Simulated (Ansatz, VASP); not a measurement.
## Two plane-wave programs on C

Contents of INCAR:

```
SYSTEM = C
  ALGO = Normal
  EDIFF = 1E-7
  ENCUT = 520
  GGA = PS
  ISIF = 2
  ISMEAR = 0
  IVDW = 12
  LASPH = .TRUE.
  LCHARG = .FALSE.
  LREAL = .FALSE.
  LWAVE = .FALSE.
  NBANDS = 16
  NELM = 100
  PREC = Accurate
  SIGMA = 0.15
```

KPOINTS

```
k-points
0
G
  21 21 8
  0 0 0
```

The input POSCAR:

```
C
1.0
    2.4372033308      0.0000000000      0.0000000000
   -1.2186016654      2.1106799986      0.0000000000
    0.0000000000      0.0000000000      7.0137837453
C
4
Direct
    0.0000000000      0.0000000000      0.0025000000
    0.0000000000      0.0000000000      0.5025000000
    0.3333333333      0.6666666667      0.0025000000
    0.6666666667      0.3333333333      0.5025000000
```

Input for Ansatz:

```yaml
crystal:
  lattice:
    - [2.4372033308, 0.0, 0.0]
    - [-1.2186016654, 2.1106799986, 0.0]
    - [0.0, 0.0, 7.0137837453]
  atoms:
    - { symbol: C, position: [0.0, 0.0, 0.0025] }
    - { symbol: C, position: [0.0, 0.0, 0.5025] }
    - { symbol: C, position: [0.3333333333, 0.6666666667, 0.0025] }
    - { symbol: C, position: [0.6666666667, 0.3333333333, 0.5025] }
basis:
  ecutwfc: 520.0
kpoints:
  mp_grid: { grid: [21, 21, 8] }
hamiltonian:
  xc: pbesol
  pseudopotentials: { kind: paw, azcp: { folder: soft_1 } }
  dispersion: d3bj
scf:
  occupations: { method: gaussian, width: 0.15 }
output:
  forces: true
  stress: true
  eigenvalues: true
```

Alike in both runs: task single point; functional PBEsol; dispersion D3(BJ); k mesh 21 × 21 × 8; occupations gaussian, width 0.15 eV; no spin polarisation.

```csv
,VASP,Ansatz
version,VASP 6.6.1,Ansatz 0.2.0
potentials or method,"VASP PAW PBE potentials, release 64 (C), cutoff 520 eV","scalar-relativistic, plane waves, PAW"
valence electrons in the cell,16,16
```

|  | VASP | Ansatz | Ansatz less VASP |
| --- | --- | --- | --- |
| gap on the k mesh at the Fermi level (eV) | none | none | - |
| pressure (GPa) | 7.7 | 7.0 | -0.72 |
| traceless stress, the component that is largest in VASP (GPa) | -9.40 | -8.60 | +0.801 |

VASP's potentials were made for PBE, not for PBEsol, and Ansatz warns of the same on its side. A gap of «none» marks a metal or a gap that the smearing closes.
